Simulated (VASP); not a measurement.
Write the native input for VASP 6.6.1 that does the following.

* Task: single point
* Functional: PBE
* Potentials or basis: VASP PAW PBE potentials, release 64 (Zr_sv, B)
* Cutoff: 520 eV
* k mesh: 10 × 10 × 7
* Occupations: gaussian, width 0.025 eV
* Spin: no spin polarisation
* Dipole correction: no
* Further INCAR settings: ALGO = Normal; EDIFF = 1e-06; NBANDS = 14

The structure of ZrB lies in POSCAR:

```
ZrB
1.0
    1.9614334600     -1.9857162700      0.0000000000
    1.9614334600      1.9857162700      0.0000000000
    0.0000000000      0.0000000000      4.0139456300
Zr B
1 1
Direct
    0.0000000000      0.0000000000      0.5000000000
    0.5000000000      0.5000000000      0.5000000000
```

These files were run (other wordings do the same):

INCAR

```
PREC = Accurate
ENCUT = 520
EDIFF = 1E-6
ISMEAR = 0
SIGMA = 0.025
LREAL = False
LASPH = True
NELM = 100
ALGO = Normal
ISIF = 2
LWAVE = False
LCHARG = False
GGA = PE
NBANDS = 14
```

KPOINTS

```
regular mesh
0
Gamma
  10 10 7
```

Potentials or basis: VASP PAW PBE potentials, release 64 (Zr_sv, B).

Launch:

```bash
$ cat potpaw_PBE.64/Zr_sv/POTCAR potpaw_PBE.64/B/POTCAR > POTCAR
$ mpirun -np 1 vasp_std > vasp.out
```

Results of the run:

* Pressure: 76.5 GPa

Run time: 64 s on 1 thread of AMD EPYC 7R43 64-Core Processor (Zen 3), with other jobs on the host, peak memory 0.15 GiB.
